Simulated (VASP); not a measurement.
Here is a VASP 6.6.1 calculation.

Contents of INCAR:

```
SYSTEM = Si2Mo
PREC = Accurate ; ENCUT = 520
EDIFF = 1E-8 ; ISMEAR = -1
SIGMA = 0.03 ; LREAL = .False.
LASPH = .True. ; NELM = 60
ALGO = Normal ; ISIF = 2
LWAVE = .False. ; LCHARG = .False.
GGA = PE ; LEFG = .True.
ISYM = 0 ; NBANDS = 18
```

KPOINTS

```
regular mesh
0
Gamma
  12 12 16
  0 0 0
```

File POSCAR:

```
Si2Mo
1.0
   -1.5892614214      1.5892614214      3.9041200105
    1.5892614214     -1.5892614214      3.9041200105
    1.5892614214      1.5892614214     -3.9041200105
Si Mo
2 1
Direct
    0.3330000000      0.3330000000      0.0000000000
    0.6670000000      0.6670000000      0.0000000000
    0.0000000000      0.0000000000      0.0000000000
```

Potentials or basis: VASP PAW PBE potentials, release 64 (Si, Mo_sv).

The run is started by

```sh
$ cat potpaw_PBE.64/Si/POTCAR potpaw_PBE.64/Mo_sv/POTCAR > POTCAR
$ mpirun -np 1 vasp_std > vasp.out
```

(1) Estimate the band gap on the k mesh.

(2) What does it give for the pressure?

(3) Predict the largest force.

Results:

(1) zero (bands 11 and 12 overlap by 1.02 eV).

(2) 7.0 GPa.

(3) 0.247 eV/Å.

Caveat: the cell stands under pressure; without QUAD_EFG the Cq values of the log hold for a quadrupole moment of 1 mb, not for the nuclei.
